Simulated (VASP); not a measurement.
Input of a VASP 6.6.1 run:

POSCAR

```
GaN
1.0
    0.0000000000      2.2535006075      2.3098381227
    2.2535006075      0.0000000000      2.3098381227
    2.2535006075      2.2535006075      0.0000000000
Ga N
1 1
Direct
    0.0000000000      0.0000000000      0.0000000000
    0.7500000000      0.7500000000      0.7500000000
```

The input INCAR.step1:

```
SYSTEM = GaN
ALGO     = Normal         ! electronic algorithm
EDIFF    = 1E-5           ! SCF threshold, eV
ENCUT    = 1460           ! plane-wave cutoff, eV
GGA      = PE             ! functional
GGA_COMPAT= .False.      
ISMEAR   = 0              ! smearing method
LASPH    = .True.         ! aspherical terms in the spheres
LCHARG   = .False.        ! write CHGCAR
LREAL    = .False.        ! projectors in reciprocal space
LWAVE    = .True.         ! write WAVECAR
NBANDS   = 16             ! bands
NELM     = 120            ! most SCF steps
PREC     = Accurate       ! precision mode
SIGMA    = 0.05           ! smearing width, eV
```

INCAR.step2

```
SYSTEM = GaN
ALGO     = Normal         ! electronic algorithm
EDIFF    = 1E-6           ! SCF threshold, eV
ENCUT    = 1460           ! plane-wave cutoff, eV
GGA_COMPAT= .False.      
ISIF     = 2              ! what is computed and relaxed
ISMEAR   = 0              ! smearing method
ISTART   = 1            
LASPH    = .True.         ! aspherical terms in the spheres
LCHARG   = .False.        ! write CHGCAR
LMIXTAU  = .True.       
LREAL    = .False.        ! projectors in reciprocal space
LWAVE    = .False.        ! write WAVECAR
METAGGA  = R2SCAN         ! meta-GGA
NBANDS   = 16             ! bands
NELM     = 120            ! most SCF steps
PREC     = Accurate       ! precision mode
SIGMA    = 0.05           ! smearing width, eV
```

File KPOINTS:

```
k-points
0
Gamma
  10 10 10
  0 0 0
```

Potentials or basis: VASP PAW PBE potentials, release 64 (Ga_d, N_h).

Launch:

```bash
$ cat potpaw_PBE.64/Ga_d/POTCAR potpaw_PBE.64/N_h/POTCAR > POTCAR
$ cp INCAR.step1 INCAR
$ mpirun -np 1 vasp_std > vasp.out
$ cp INCAR.step2 INCAR
$ mpirun -np 1 vasp_std > vasp.out
```

Q: Predict the pressure.

A: -4.7 GPa.

Q: Predict the band gap on the k mesh.

A: 1.91 eV.

Stress tensor (GPa, compression positive):
```
-3.50  0.00  0.00
 0.00 -3.50  0.00
 0.00  0.00 -6.96
```

Caveat: the cell differs from its parent crystal (strain +0.000 along x and y, +0.025 along z); the cell stands under tension; the PAW data sets were made with another functional, which shifts forces and pressure a little.
